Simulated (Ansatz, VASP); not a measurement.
## Two plane-wave programs on SnO2

The input INCAR:

```
SYSTEM = SnO2
PREC = Accurate
ENCUT = 520
EDIFF = 1E-6
ISMEAR = 0
SIGMA = 0.05
LREAL = .FALSE.
LASPH = .TRUE.
NELM = 60
ALGO = Normal
ISIF = 2
LWAVE = .FALSE.
LCHARG = .TRUE.
GGA = PE
LELF = .TRUE.
LVHAR = .TRUE.
NBANDS = 20
```

KPOINTS

```
Automatic mesh
0
G
  12 12 12
  0 0 0
```

POSCAR

```
SnO2
1.0
    1.6976000000      0.9801098170      5.0494000000
   -1.6976000000      0.9801098170      5.0494000000
    0.0000000000     -1.9602196339      5.0494000000
Sn O
1 2
Direct
    0.5000000000      0.5000000000      0.5000000000
    0.2348826742      0.2348826742      0.2348826742
    0.7651173258      0.7651173258      0.7651173258
```

Input for Ansatz:

```yaml
crystal:
  lattice:
    - [1.6976, 0.980109817, 5.0494]
    - [-1.6976, 0.980109817, 5.0494]
    - [0.0, -1.9602196339, 5.0494]
  atoms:
    - { symbol: Sn, position: [0.5, 0.5, 0.5] }
    - { symbol: O, position: [0.2348826742, 0.2348826742, 0.2348826742] }
    - { symbol: O, position: [0.7651173258, 0.7651173258, 0.7651173258] }
basis:
  ecutwfc: 520.0
kpoints:
  mp_grid: { grid: [12, 12, 12] }
hamiltonian:
  xc: pbe
  pseudopotentials: { kind: paw, azcp: { folder: soft_1 } }
scf:
  occupations: { method: gaussian, width: 0.05 }
output:
  forces: true
  stress: true
  eigenvalues: true
```

Alike in both runs: task single point; functional PBE; k mesh 12 × 12 × 12; occupations gaussian, width 0.05 eV; no spin polarisation.

```csv
,VASP,Ansatz
version,VASP 6.6.1,Ansatz 0.2.0
potentials or method,"VASP PAW PBE potentials, release 64 (Sn_d, O), cutoff 520 eV","scalar-relativistic, plane waves, PAW"
valence electrons in the cell,26,26
```

|  | VASP | Ansatz | Ansatz less VASP |
| --- | --- | --- | --- |
| gap on the k mesh at the Fermi level (eV) | 1.17 | 1.19 | +0.020 |
| least direct gap on the mesh (eV) | 1.25 | 1.27 | +0.016 |
| pressure (GPa) | -13.2 | -13.5 | -0.35 |
| traceless stress, the component that is largest in VASP (GPa) | 6.34 | 6.60 | +0.258 |
| rms of the force components (eV/Å) | 0.444 | 0.462 | +0.0184 |

Atom by atom the forces differ by 0.018 eV/Å (rms over components).
